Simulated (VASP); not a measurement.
Wanted: the native input for a VASP 6.6.1 run.

| Property | Result |
| --- | --- |
| Task | single point |
| Functional | LDA |
| Potentials or basis | VASP PAW LDA potentials, release 64 (Tc_pv, Rh_pv) |
| Cutoff | 520 eV |
| k mesh | 12 × 12 × 7 |
| Occupations | fermi-dirac, width 0.1 eV |
| Spin | no spin polarisation |
| Dipole correction | no |
| Further INCAR settings | ALGO = Normal; EDIFF = 1e-07; NBANDS = 21 |

The structure of TcRh lies in POSCAR:

```
TcRh
1.0
    2.7220550000      0.0000000000      0.0000000000
   -1.3610280000      2.3573690000      0.0000000000
    0.0000000000      0.0000000000      4.3311260000
Tc Rh
1 1
Direct
    0.6666666667      0.3333333333      0.0000000000
    0.0000000000      0.0000000000      0.5000000000
```

One way to write it, as run:

INCAR

```
ALGO = Normal ; EDIFF = 1E-7
ENCUT = 520 ; ISIF = 2
ISMEAR = -1 ; LASPH = True
LCHARG = True ; LELF = True
LREAL = False ; LVHAR = True
LWAVE = False ; NBANDS = 21
NELM = 60 ; PREC = Accurate
SIGMA = 0.1
```

KPOINTS

```
k-points
0
Gamma
  12 12 7
```

Potentials or basis: VASP PAW LDA potentials, release 64 (Tc_pv, Rh_pv).

Launch:

```console
$ cat potpaw_LDA.64/Tc_pv/POTCAR potpaw_LDA.64/Rh_pv/POTCAR > POTCAR
$ mpirun -np 1 vasp_std > vasp.out
```

Results of the run:

```
Pressure               : -10.4 GPa
Band gap on the k mesh : zero (band 14 reaches 13.40 eV, above the bottom of band 15 at 11.03 eV)
```

Wall time 30 s on 1 thread of Intel(R) Xeon(R) Platinum 8488C (Sapphire Rapids), on a shared host, peak memory 0.16 GiB.
